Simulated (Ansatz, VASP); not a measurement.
**One calculation of InSe, two programs**

Contents of INCAR:

```
PREC = Accurate
ENCUT = 520
EDIFF = 1E-7
ISMEAR = 0
SIGMA = 0.02
LREAL = False
LASPH = True
NELM = 60
ALGO = Normal
ISIF = 2
LWAVE = False
LCHARG = False
LDIPOL = True
IDIPOL = 3
DIPOL = 0.5 0.5 0.500
GGA = PE
IVDW = 12
NBANDS = 27
```

The input KPOINTS:

```
regular mesh
0
Gamma
  9 9 1
```

Contents of POSCAR:

```
InSe
1.0
    3.8250000000      0.0000000000      0.0000000000
   -1.9125000000      3.3125471695      0.0000000000
    0.0000000000      0.0000000000     36.7211901288
Se In
2 2
Direct
    0.0000000000      0.0000000000      0.4282428102
    0.0000000000      0.0000000000      0.5717294451
    0.6666666667      0.3333333333      0.4627593992
    0.6666666667      0.3333333333      0.5372129085
```

Input for Ansatz:

```yaml
crystal:
  lattice:
    - [3.825, 0.0, 0.0]
    - [-1.9125, 3.3125471695, 0.0]
    - [0.0, 0.0, 36.7211901288]
  atoms:
    - { symbol: Se, position: [0.0, 0.0, 0.4282428102] }
    - { symbol: In, position: [0.6666666667, 0.3333333333, 0.4627593992] }
    - { symbol: In, position: [0.6666666667, 0.3333333333, 0.5372129085] }
    - { symbol: Se, position: [0.0, 0.0, 0.5717294451] }
  periodic: [true, true, false]
basis:
  ecutwfc: 420
kpoints:
  mp_grid: { grid: [9, 9, 1] }
hamiltonian:
  xc: pbe
  dispersion: d3bj
scf:
  occupations: { method: gaussian, width: 0.02 }
output:
  forces: true
  stress: true
  eigenvalues: true
```

Alike in both runs: task single point; functional PBE; dispersion D3(BJ); k mesh 9 × 9 × 1; occupations gaussian, width 0.02 eV; no spin polarisation.

|  | VASP | Ansatz |
| --- | --- | --- |
| version | VASP 6.6.1 | Ansatz 0.2.0 |
| potentials or method | VASP PAW PBE potentials, release 64 (Se, In_d), cutoff 520 eV | scalar-relativistic, plane waves, PAW |
| valence electrons in the cell | 38 | 58 |

Ansatz gave:

| Quantity | Value |
| --- | --- |
| gap on the k mesh at the Fermi level (eV) | 2.26 |
| least direct gap on the mesh (eV) | 2.39 |
| rms of the force components (eV/Å) | 0.587 |

**Question.** Estimate VASP's values.

**Answer.** gap on the k mesh at the Fermi level (eV): 2.25; least direct gap on the mesh (eV): 2.38; rms of the force components (eV/Å): 0.599.

VASP's potentials hold 38 valence electrons a cell and Ansatz's 58, so a difference there can come from the potentials and not from the codes.
